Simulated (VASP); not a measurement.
A run of VASP 6.6.1 is set up as follows.

File INCAR:

```
SYSTEM = Na
  ALGO = Normal
  EDIFF = 1E-6
  ENCUT = 500
  GGA = PS
  GGA_COMPAT = .False.
  ISIF = 2
  ISMEAR = 0
  LASPH = .True.
  LCHARG = .False.
  LREAL = .False.
  LWAVE = .False.
  NBANDS = 10
  NELM = 120
  PREC = Accurate
  SIGMA = 0.1
```

File KPOINTS:

```
k-points
0
Gamma
  6 6 6
  0 0 0
```

File POSCAR:

```
Na
1.0
   -2.3413029243      2.3413029243      2.1751101826
    2.3413029243     -2.3413029243      2.1751101826
    2.3413029243      2.3413029243     -2.1751101826
Na
1
Direct
    0.0000000000      0.0000000000      0.0000000000
```

Potentials or basis: VASP PAW PBE potentials, release 64 (Na_pv).

The run is started by

```sh
$ cat potpaw_PBE.64/Na_pv/POTCAR > POTCAR
$ mpirun -np 1 vasp_std > vasp.out
```

Task: Estimate the pressure.

Result: -1.3 GPa.

Stress tensor (GPa, compression positive):
```
-1.13  0.00  0.00
 0.00 -1.13  0.00
 0.00  0.00 -1.52
```

Caveat: the PAW data sets were made with another functional, which shifts forces and pressure a little.
